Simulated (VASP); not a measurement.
**HfZrSe3: single point with PBE**

The system is HfZrSe3.

```
Zr Hf Se
1.0
     5.08908    0.00000    0.00000
     0.00000    5.08908    0.00000
     0.00000    0.00000    5.08908
Zr Hf Se
1 1 3
Direct
  0.00000 0.00000 0.00000
  0.50000 0.50000 0.50000
  0.50000 0.50000 0.00000
  0.50000 0.00000 0.50000
  0.00000 0.50000 0.50000
```

```json
{
  "Program": "VASP 6.6.1",
  "Task": "single point",
  "Functional": "PBE",
  "Potentials or basis": "VASP PAW PBE potentials, release 64 (Zr_sv, Hf_pv, Se)",
  "Cutoff": "500 eV",
  "k mesh": "3 × 3 × 3",
  "Occupations": "gaussian, width 0.15 eV",
  "Spin": "no spin polarisation",
  "Dipole correction": "no",
  "Further INCAR settings": "ALGO = Normal; EDIFF = 1e-06; NBANDS = 28"
}
```

```json
{
  "Pressure": "-0.5 GPa",
  "Band gap on the k mesh": "zero (band 20 reaches 4.81 eV, above the bottom of band 21 at 4.09 eV)"
}
```

Levels at points of the mesh, in eV from the Fermi level:
```csv
k point,band 18,band 19,band 20,band 21,band 22,band 23
"(0.00, 0.00, 0.00)",-1.16,-1.16,-0.72,-0.72,-0.72,-0.43
```

It took 48 s on 1 thread of Intel Xeon 8259CL, with other jobs on the host, peak memory 0.24 GiB.

Caveat: the k points lie up to 0.41 Å⁻¹ apart; spin-orbit coupling is left out, which moves the levels of the heavy elements.
